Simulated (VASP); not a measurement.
# ReOs (Cm) in VASP: a series of runs, part 2 of 2

VASP 6.6.1. The steps go on from the part before.

### 3 Electric field gradients, LDA (shortest bond scaled by 0.58)

Contents of INCAR:

```
ALGO = Normal ; EDIFF = 1E-8
ENCUT = 420 ; GGA_COMPAT = F
ISIF = 2 ; ISMEAR = -1
LASPH = T ; LCHARG = F
LEFG = T ; LREAL = F
LWAVE = F ; NBANDS = 22
NELM = 120 ; PREC = Accurate
SIGMA = 0.05
```

Contents of KPOINTS:

```
k-points
0
Gamma
  12 12 7
```

Contents of POSCAR:

```
ReOs
1.0
    2.7573303527      0.0000000000      0.0000000000
   -1.3786651764      2.3879181321      0.0000000000
    0.0000000000      0.0000000000      4.3824281800
Re Os
1 1
Direct
    0.5266666667      0.2633333333      0.3950000000
    0.1400000000      0.0700000000      0.1050000000
```

Potentials or basis: VASP PAW LDA potentials, release 64 (Re_sv_GW, Os_sv_GW).

Run with:

```sh
cat potpaw_LDA.64/Re_sv_GW/POTCAR potpaw_LDA.64/Os_sv_GW/POTCAR > POTCAR
mpirun -np 1 vasp_std > vasp.out
```

OUTCAR:

```text
EDIFF = 1E-8
   ENCUT = 420
   ISIF = 2
   ISMEAR = -1
   LASPH = T
   LREAL = F
   NELM = 120
   PREC = Accurate

 ion  position               nearest neighbor table
   1  0.527  0.263  0.395-   2 1.57   2 2.38   2 2.38   2 3.17   2 3.17   2 3.25
   2  0.140  0.070  0.105-   1 1.57   1 2.38   1 2.38   1 3.17   1 3.17   1 3.25

 -----------------------------------------------------------------------------
|                                                                             |
|           W    W    AA    RRRRR   N    N  II  N    N   GGGG   !!!           |
|           W    W   A  A   R    R  NN   N  II  NN   N  G    G  !!!           |
|           W    W  A    A  R    R  N N  N  II  N N  N  G       !!!           |
|           W WW W  AAAAAA  RRRRR   N  N N  II  N  N N  G  GGG   !            |
|           WW  WW  A    A  R   R   N   NN  II  N   NN  G    G                |
|           W    W  A    A  R    R  N    N  II  N    N   GGGG   !!!           |
|                                                                             |
|     The distance between some ions is very small. Please check the          |
|     nearest-neighbor list in the OUTCAR file.                               |
|     I HOPE YOU KNOW WHAT YOU ARE DOING!                                     |
|                                                                             |
 -----------------------------------------------------------------------------

  LATTYP: Found a hexagonal cell.
 ALAT       =     2.7573303527
 C/A-ratio  =     1.5893736402

  Lattice vectors:

 A1 = (   2.7573303527,   0.0000000000,   0.0000000000)
 A2 = (  -1.3786651764,   2.3879181321,   0.0000000000)
 A3 = (   0.0000000000,   0.0000000000,   4.3824281800)

Analysis of symmetry for initial positions (statically):
=====================================================================
 Subroutine PRICEL returns:
[... 779 lines left out ...]
------------------------ aborting loop because EDIFF is reached ----------------------------------------

  FORCE on cell =-STRESS in cart. coord.  units (eV):
  Direction    XX          YY          ZZ          XY          YZ          ZX
  --------------------------------------------------------------------------------------
  -------------------------------------------------------------------------------------
  Total       63.9343221     29.5307905    108.9827805     29.7943323     35.4011541     61.3165991
  in kB     3549.9448357   1639.6932657   6051.2545744   1654.3263873   1965.6444344   3404.5961117
  external PRESSURE =    3746.9642253 kB  Pullay stress =       0.0000000 kB

 VOLUME and BASIS-vectors are now :
 -----------------------------------------------------------------------------
  energy-cutoff  :      420.00
  volume of cell :       28.86
      direct lattice vectors                 reciprocal lattice vectors
     2.757330353  0.000000000  0.000000000     0.362669638  0.209387413  0.000000000
    -1.378665176  2.387918132  0.000000000     0.000000000  0.418774826  0.000000000
     0.000000000  0.000000000  4.382428180     0.000000000  0.000000000  0.228184002

 POSITION                                       TOTAL-FORCE (eV/Angst)
 -----------------------------------------------------------------------------------
      1.08915      0.62882      1.73106        48.693773     28.113363     87.573045
      0.28952      0.16715      0.46015       -48.693773    -28.113363    -87.573045
 -----------------------------------------------------------------------------------
    total drift:                                0.000162      0.000094     -0.000214

  FREE ENERGIE OF THE ION-ELECTRON SYSTEM (eV)
  ---------------------------------------------------
  free  energy   TOTEN  =        -4.1024850351 eV

  energy  without entropy=       -4.0929869547  energy(sigma->0) =       -4.09773599

 Electric field gradients (V/A^2)
---------------------------------------------------------------------
 ion       V_xx      V_yy      V_zz      V_xy      V_xz      V_yz
---------------------------------------------------------------------
   1    -129.864  -280.084   409.948   130.097   373.603   215.700
   2     -97.592  -206.290   303.882    94.136   302.430   174.608
---------------------------------------------------------------------

 Electric field gradients after diagonalization (V/A^2)
 (convention: |V_zz| > |V_xx| > |V_yy|)
----------------------------------------------------------------------
 ion       V_xx      V_yy      V_zz     asymmetry (V_yy - V_xx)/ V_zz
----------------------------------------------------------------------
   1    -355.196  -312.394   667.590       0.064
   2    -260.640  -259.649   520.289       0.002
----------------------------------------------------------------------

           NMR quadrupolar parameters

 Cq : quadrupolar parameter    Cq=e*Q*V_zz/h
 eta: asymmetry parameters     (V_yy - V_xx)/ V_zz
 Q  : nuclear electric quadrupole moment in mb (millibarn)
----------------------------------------------------------------------
 ion       Cq(MHz)       eta       Q (mb)
----------------------------------------------------------------------
   1       1.614       0.064       1.000
   2       1.258       0.002       1.000
----------------------------------------------------------------------
```

OSZICAR:

```text
N       E                     dE             d eps       ncg     rms          rms(c)
DAV:   1     0.279773050338E+03    0.27977E+03   -0.19432E+04 13426   0.124E+03
DAV:   2     0.431097153781E+01   -0.27546E+03   -0.26301E+03 14936   0.429E+02
DAV:   3    -0.502023453769E+01   -0.93312E+01   -0.92289E+01 14844   0.741E+01
DAV:   4    -0.509793483870E+01   -0.77700E-01   -0.77676E-01 13404   0.680E+00
DAV:   5    -0.509867018917E+01   -0.73535E-03   -0.73529E-03 15008   0.573E-01    0.256E+02
DAV:   6    -0.433264105015E+01    0.76603E+00   -0.91675E-01 14168   0.924E+00    0.140E+02
DAV:   7    -0.420346052324E+01    0.12918E+00   -0.91239E-01 14336   0.101E+01    0.113E+01
DAV:   8    -0.412901127016E+01    0.74449E-01   -0.50782E-01 13238   0.862E+00    0.740E+00
DAV:   9    -0.410458097537E+01    0.24430E-01   -0.61317E-02 12992   0.269E+00    0.361E+00
DAV:  10    -0.410300836014E+01    0.15726E-02   -0.77794E-03 14542   0.803E-01    0.141E+00
DAV:  11    -0.410252726700E+01    0.48109E-03   -0.20012E-03 13934   0.413E-01    0.531E-01
DAV:  12    -0.410248589598E+01    0.41371E-04   -0.12595E-04 14438   0.121E-01    0.209E-01
DAV:  13    -0.410248605176E+01   -0.15578E-06   -0.68306E-06 13664   0.242E-02    0.624E-02
DAV:  14    -0.410248506689E+01    0.98487E-06   -0.12491E-06 14516   0.117E-02    0.851E-02
DAV:  15    -0.410248503944E+01    0.27456E-07   -0.10264E-07 14110   0.297E-03    0.215E-02
DAV:  16    -0.410248503509E+01    0.43474E-08   -0.93017E-09  7918   0.102E-03
   1 F= -.41024850E+01 E0= -.40977360E+01  d E =-.949808E-02
```

stdout:

```text
POSCAR found type information on POSCAR ReOs
 POSCAR found :  2 types and       2 ions
 scaLAPACK will be used
 LDA part: xc-table for (Slater(with rela. corr.)+CA(PZ))
 , standard interpolation
[... 31 lines left out ...]

ion   2
     0.0000668     5.3425424    10.5592239    10.1316083    18.2891122     3.0845183
     0.0000920     5.3425426    10.5592240    10.1316085    18.2891124     3.0845184
     0.0001268     5.3425429    10.5592242    10.1316088    18.2891128     3.0845186
     0.0001746     5.3425434    10.5592247    10.1316094    18.2891136     3.0845189

     0.0000668   -72.6192390  -140.2271848  -219.0604164  -242.8806086   -41.9267373
     0.0000920   -72.5357662  -140.1025515  -218.9017895  -242.6647375   -41.8785443
     0.0001268   -72.4061459  -139.9108668  -218.6580068  -242.3327299   -41.8037080
     0.0001746   -72.2057344  -139.6172975  -218.2849288  -241.8242528   -41.6880003
```

Wall time 2 min (1 thread of Intel Xeon Platinum 8259CL at 2.50GHz (Skylake/Cascade Lake), shared host); peak memory 0.24 GiB.

Results:

```yaml
Free_energy: -4.1025 eV
Pressure: 374.7 GPa
Largest_force: 104.070 eV/Å
Band_gap_on_the_k_mesh: zero (an odd number of electrons rules out a gap without spin polarisation)
Largest_electric_field_gradient_by_atom: Re +667.6; Os +520.3 V/Å²
```

Forces in eV/Å, atoms in the order of the input:
```
Re   48.694  28.113  87.573
Os  -48.694 -28.113 -87.573
```

Electric field gradients, principal values (V/Å²):
```csv
atom,least,middle,greatest (by size)
1 Re,-312.394,-355.196,667.590
2 Os,-259.649,-260.640,520.289
```

Caveat: the cell differs from its parent crystal (shortest bond scaled by 0.58); atoms lie so close that the PAW spheres overlap strongly, which falsifies energies and pressures; the stress differs along the axes, from 164 to 605 GPa; without QUAD_EFG the Cq values of the log hold for a quadrupole moment of 1 mb, not for the nuclei; spin-orbit coupling is left out, which moves the levels of the heavy elements; forces of over 1 eV/Å act on the atoms, so gaps and moduli don't describe the material at rest.
